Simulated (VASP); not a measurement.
Wanted: the native input for a VASP 6.6.1 run.

| Item | Value |
| --- | --- |
| Task | single point |
| Functional | r2SCAN |
| Potentials or basis | VASP PAW PBE potentials, release 64 (Al, N) |
| Cutoff | 520 eV |
| k mesh | 12 × 12 × 6 |
| Occupations | gaussian, width 0.05 eV |
| Spin | no spin polarisation |
| Dipole correction | no |
| Further INCAR settings | ALGO = Normal; EDIFF = 1e-07; NBANDS = 16 |

AlN:

```
Al N
1.0
     3.11100    0.00000    0.00000
    -1.55550    2.69421    0.00000
     0.00000    0.00000    4.97800
Al N
2 2
Direct
  0.33333 0.66667 0.00000
  0.66667 0.33333 0.50000
  0.38638 0.69319 0.37585
  0.71971 0.35986 0.87585
```

This cell differs from its parent crystal: all N atoms moved -0.150 Å, as atom 3 towards its neighbour atom 2 (Al) at 1.885 Å.

One way to write it, as run:

POSCAR

```
AlN
1.0
    3.1110021516      0.0000000000      0.0000000000
   -1.5555010758      2.6942068945      0.0000000000
    0.0000000000      0.0000000000      4.9780000000
Al N
2 2
Direct
    0.3333333333      0.6666666667      0.0000000000
    0.6666666667      0.3333333333      0.5000000000
    0.3863791903      0.6931895951      0.3758495897
    0.7197125236      0.3598562618      0.8758495897
```

INCAR.step1

```
PREC = Accurate
ENCUT = 520
ISMEAR = 0
SIGMA = 0.05
LREAL = False
LASPH = True
NELM = 60
NBANDS = 16
GGA = PE
ALGO = Normal
EDIFF = 1E-4
LWAVE = True
LCHARG = False
```

INCAR.step2

```
PREC = Accurate
ENCUT = 520
EDIFF = 1E-7
ISMEAR = 0
SIGMA = 0.05
LREAL = False
LASPH = True
NELM = 60
ALGO = Normal
ISIF = 2
LWAVE = False
LCHARG = False
METAGGA = R2SCAN
LMIXTAU = True
NBANDS = 16
ISTART = 1
```

KPOINTS

```
regular mesh
0
Gamma
  12 12 6
```

Potentials or basis: VASP PAW PBE potentials, release 64 (Al, N).

Command:

```bash
$ cat potpaw_PBE.64/Al/POTCAR potpaw_PBE.64/N/POTCAR > POTCAR
$ cp INCAR.step1 INCAR
$ mpirun -np 1 vasp_std > vasp.out
$ cp INCAR.step2 INCAR
$ mpirun -np 1 vasp_std > vasp.out
```

Results of the run:

```
Pressure               : 1.8 GPa
Largest force          : 2.666 eV/Å
Band gap on the k mesh : 4.72 eV
```

Caveat: the cell differs from its parent crystal (all N atoms moved -0.150 Å, as atom 3 towards its neighbour atom 2 (Al) at 1.885 Å); the PAW data sets were made with another functional, which shifts forces and pressure a little.

It took 9.3 min on 1 thread of AMD EPYC 7R13, with other jobs on the host, peak memory 0.27 GiB.
